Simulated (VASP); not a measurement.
# Ni (Im-3m) in VASP: settings compared, part 2 of 2

VASP 6.6.1.

### 5 Vibrations by perturbation theory, LDA, collinear spin, ferromagnetic start

File INCAR:

```
SYSTEM = Ni
PREC = Accurate
ENCUT = 520
EDIFF = 1E-8
ISMEAR = -1
SIGMA = 0.05
LREAL = .False.
LASPH = .True.
NELM = 150
ALGO = Normal
ISIF = 2
LWAVE = .False.
LCHARG = .True.
ISPIN = 2
MAGMOM = 1
LORBIT = 11
LMAXMIX = 4
GGA = CA
NBANDS = 15
IBRION = 8
NSW = 1
```

File KPOINTS:

```
Automatic mesh
0
Gamma
  10 10 10
  0 0 0
```

File POSCAR:

```
Ni
1.0
   -1.3837154700      1.3837154700      1.3837154700
    1.3837154700     -1.3837154700      1.3837154700
    1.3837154700      1.3837154700     -1.3837154700
Ni
1
Direct
    0.0000000000      0.0000000000      0.0000000000
```

Potentials or basis: VASP PAW LDA potentials, release 64 (Ni).

Command:

```console
> cat potpaw_LDA.64/Ni/POTCAR > POTCAR
> mpirun -np 1 vasp_std > vasp.out
```

OUTCAR:

```text
SYSTEM = Ni
   PREC = Accurate
   ENCUT = 520
   EDIFF = 1E-8
   ISMEAR = -1
   LREAL = .False.
   LASPH = .True.
   NELM = 150
   ISIF = 2
   ISPIN = 2
   LORBIT = 11
   GGA = CA
   IBRION = 8
   NSW = 1

 ion  position               nearest neighbor table
   1  0.000  0.000  0.000-

  LATTYP: Found a body centered cubic cell.
 ALAT       =     2.7674309400

  Lattice vectors:

 A1 = (  -1.3837154700,   1.3837154700,   1.3837154700)
 A2 = (   1.3837154700,  -1.3837154700,   1.3837154700)
 A3 = (   1.3837154700,   1.3837154700,  -1.3837154700)

Analysis of symmetry for initial positions (statically):
=====================================================================
 Subroutine PRICEL returns:
 Original cell was already a primitive cell.

 Routine SETGRP: Setting up the symmetry group for a
 body centered cubic supercell.

 Subroutine GETGRP returns: Found 48 space group operations
[... 1104 lines left out ...]
 INTERNAL STRAIN TENSOR  FOR ION    1  DIRECTION 1   (eV/Angst):
 -----------------------------------------------------------------------------
     0.00471 -0.00000 -0.00000
     0.00000  0.00037 -0.00000
     0.00000 -0.00000  0.00037

 INTERNAL STRAIN TENSOR FOR ION    1 for displacements in x,y,z  (eV/Angst):
          X           Y           Z          XY          YZ          ZX
  --------------------------------------------------------------------------------
  x     0.00000     0.00000     0.00000     0.00000     0.00000     0.00000
  y     0.00000     0.00000     0.00000     0.00000     0.00000     0.00000
  z     0.00000     0.00000     0.00000     0.00000     0.00000     0.00000

 SECOND DERIVATIVES (NOT SYMMETRIZED)
 ------------------------------------
               1X          1Y          1Z
  1X    -0.043357    0.000000    0.000000
  1Y     0.000000   -0.043357    0.000000
  1Z     0.000000    0.000000   -0.043357

 Eigenvectors and eigenvalues of the dynamical matrix
 ----------------------------------------------------

   1 f  =    0.424914 THz     2.669810 2PiTHz   14.173590 cm-1     1.757300 meV
             X         Y         Z           dx          dy          dz
      0.000000  0.000000  0.000000     1.000000    0.000000    0.000000

   2 f  =    0.424914 THz     2.669810 2PiTHz   14.173590 cm-1     1.757300 meV
             X         Y         Z           dx          dy          dz
      0.000000  0.000000  0.000000     0.000000    1.000000    0.000000

   3 f  =    0.424914 THz     2.669810 2PiTHz   14.173590 cm-1     1.757300 meV
             X         Y         Z           dx          dy          dz
      0.000000  0.000000  0.000000     0.000000    0.000000    1.000000

--------------------------------------------------------------------------------------------------------

 ELASTIC MODULI CONTR FROM IONIC RELAXATION (kBar)
 Direction    XX          YY          ZZ          XY          YZ          ZX
 --------------------------------------------------------------------------------
 XX           0.0000      0.0000      0.0000      0.0000      0.0000      0.0000
 YY           0.0000      0.0000      0.0000      0.0000      0.0000      0.0000
 ZZ           0.0000      0.0000      0.0000      0.0000      0.0000      0.0000
 XY           0.0000      0.0000      0.0000      0.0000      0.0000      0.0000
 YZ           0.0000      0.0000      0.0000      0.0000      0.0000      0.0000
 ZX           0.0000      0.0000      0.0000      0.0000      0.0000      0.0000
 --------------------------------------------------------------------------------

 total charge

# of ion       s       p       d       tot
------------------------------------------
    1        0.504   0.508   8.362   9.373

 magnetization (x)

# of ion       s       p       d       tot
------------------------------------------
    1       -0.000  -0.000   0.000   0.000
```

OSZICAR:

```text
N       E                     dE             d eps       ncg     rms          rms(c)
DAV:   1     0.321141073161E+02    0.32114E+02   -0.42079E+03  3009   0.874E+02
DAV:   2    -0.603030023984E+01   -0.38144E+02   -0.35531E+02  3177   0.165E+02
DAV:   3    -0.749829562750E+01   -0.14680E+01   -0.14320E+01  3478   0.312E+01
DAV:   4    -0.750674249617E+01   -0.84469E-02   -0.84451E-02  3466   0.231E+00
[... 34 lines left out ...]
RMM:   6    -0.174635789600E+00    0.81230E-05   -0.78856E-07 12492   0.503E-03    0.113E-03
RMM:   7    -0.174633009161E+00    0.27804E-05   -0.23843E-08 12856   0.111E-03    0.609E-04
RMM:   8    -0.174628717874E+00    0.42913E-05   -0.41507E-09 12653   0.470E-04    0.551E-05
RMM:   9    -0.174628545805E+00    0.17207E-06   -0.33414E-10 13461   0.947E-05    0.193E-05
RMM:  10    -0.174628541717E+00    0.40879E-08   -0.12037E-10 13493   0.245E-05    0.759E-06
 Linear response finished
```

stdout:

```text
POSCAR found type information on POSCAR Ni
 POSCAR found :  1 types and       1 ions
 scaLAPACK will be used
 LDA part: xc-table for (Slater(with rela. corr.)+CA(PZ))
 , standard interpolation
 POSCAR, INCAR and KPOINTS ok, starting setup
 FFT: planning ... GRIDC
 FFT: planning ... GRID_SOFT
 FFT: planning ... GRID
 WAVECAR not read
 entering main loop
 Linear response reoptimize wavefunctions to high precision
 Linear response DOF=           1
 Linear response progress:
 first order change of Fermi-energy  -0.62226E-03
 force on displaced ion       1 direction 1 :  -0.043   0.000   0.000
 Linear response finished
```

Run time: 100 s. Hardware: 1 thread of Intel Xeon 8259CL, shared host; peak memory 0.17 GiB.

Results:

- Net moment: 0.00 μB per cell
- Valence electrons inside the program's atomic spheres: Ni 9.37

### 6 Density of states, PBEsol, collinear spin, ferromagnetic start

POSCAR is that of step 5.

File INCAR.step1:

```
ALGO = Normal
EDIFF = 1E-7
ENCUT = 520
GGA = PS
ISIF = 2
ISMEAR = -1
ISPIN = 2
LASPH = T
LCHARG = T
LMAXMIX = 4
LREAL = F
LWAVE = F
MAGMOM = 1
NBANDS = 15
NELM = 150
PREC = Accurate
SIGMA = 0.05
```

File KPOINTS.step1:

```
k-points
0
Gamma
  13 13 13
```

File INCAR.step2:

```
ALGO = Normal
EDIFF = 1E-7
ENCUT = 520
GGA = PS
ICHARG = 11
ISIF = 2
ISMEAR = -5
ISPIN = 2
LASPH = T
LCHARG = F
LMAXMIX = 4
LORBIT = 10
LREAL = F
LWAVE = F
MAGMOM = 1
NBANDS = 15
NEDOS = 1001
NELM = 150
PREC = Accurate
SIGMA = 0.05
```

File KPOINTS.step2:

```
k-points
0
Gamma
  20 20 20
```

Potentials or basis: VASP PAW PBE potentials, release 64 (Ni).

Command:

```console
> cat potpaw_PBE.64/Ni/POTCAR > POTCAR
> cp INCAR.step1 INCAR
> cp KPOINTS.step1 KPOINTS
> mpirun -np 1 vasp_std > vasp.out
> cp INCAR.step2 INCAR
> cp KPOINTS.step2 KPOINTS
> mpirun -np 1 vasp_std > vasp.out
```

Wall time 2.3 min (1 thread of Intel Xeon 8259CL, shared host); peak memory 0.22 GiB.

It converged, with:

```yaml
Net_moment: 0.58 μB per cell
Site_moments: Ni +0.55 μB
Valence_electrons_inside_the_program's_atomic_spheres: Ni 9.37
```

Levels at points of the mesh, in eV from the Fermi level:
Spin up:
```csv
k point,band 1,band 2,band 3,band 4,band 5,band 6,band 7,band 8,band 9,band 10
"(0.00, 0.00, 0.00)",-9.12,-2.37,-2.37,-2.37,-0.91,-0.91,26.70,26.70,26.70,31.77
"(0.50, 0.00, 0.00)",-4.78,-3.33,-0.99,-0.75,-0.03,0.19,6.65,19.31,20.36,24.13
"(0.50, 0.50, 0.50)",-4.35,-4.35,-0.26,-0.26,-0.26,9.88,9.88,9.88,15.90,15.90
```
Spin down:
```
           k point  band 3  band 4  band 5  band 6  band 7  band 8
(0.00, 0.00, 0.00)   -1.70   -1.70   -0.38   -0.38   26.64   26.64
(0.50, 0.00, 0.00)   -0.40   -0.20    0.19    0.73    7.02   19.28
(0.50, 0.50, 0.50)    0.49    0.49    0.49    9.94    9.94    9.94
```

Caveat: the PAW data sets were made with another functional, which shifts forces and pressure a little; tetrahedron occupations give inexact forces and stress in metals.

### 7 The runs side by side

```csv
task,level,potentials or basis,U,k mesh,smearing,k mesh for the DOS,occupations for the DOS,gap on the mesh (eV),pressure (GPa),moment (μB)
single point,PBE+U,"VASP PAW PBE potentials, release 64 (Ni)",Ni d U = 5.3 eV,13 × 13 × 13,methfessel-paxton 0.05 eV,-,-,none,-3.3,0.65
single point,LDA+U,"VASP PAW LDA potentials, release 64 (Ni)",Ni d U = 6.2 eV,13 × 13 × 13,methfessel-paxton 0.025 eV,-,-,none,-23.7,0.65
single point,r2SCAN+D4+U,"VASP PAW PBE potentials, release 64 (Ni)",Ni d U = 3.0 eV,13 × 13 × 13,methfessel-paxton 0.1 eV,-,-,none,-7.3,0.65
vibrations by perturbation theory,LDA,"VASP PAW LDA potentials, release 64 (Ni)",-,10 × 10 × 10,fermi-dirac 0.05 eV,-,-,-,-,0.00
density of states,PBEsol,"VASP PAW PBE potentials, release 64 (Ni)",-,13 × 13 × 13,fermi-dirac 0.05 eV,20 × 20 × 20,tetrahedron,-,-,0.58
```

Alike in all rows: spin collinear, ferromagnetic start; cell as given; cutoff (eV) 520.

Caveats: the U is typed as a test and isn't derived for this compound (some runs); the PAW data sets were made with another functional, which shifts forces and pressure a little (some runs); pairwise dispersion overbinds metals, which lowers pressure and volume (some runs); tetrahedron occupations give inexact forces and stress in metals (some runs).

Absolute energies hang on the potentials; compare differences alone.
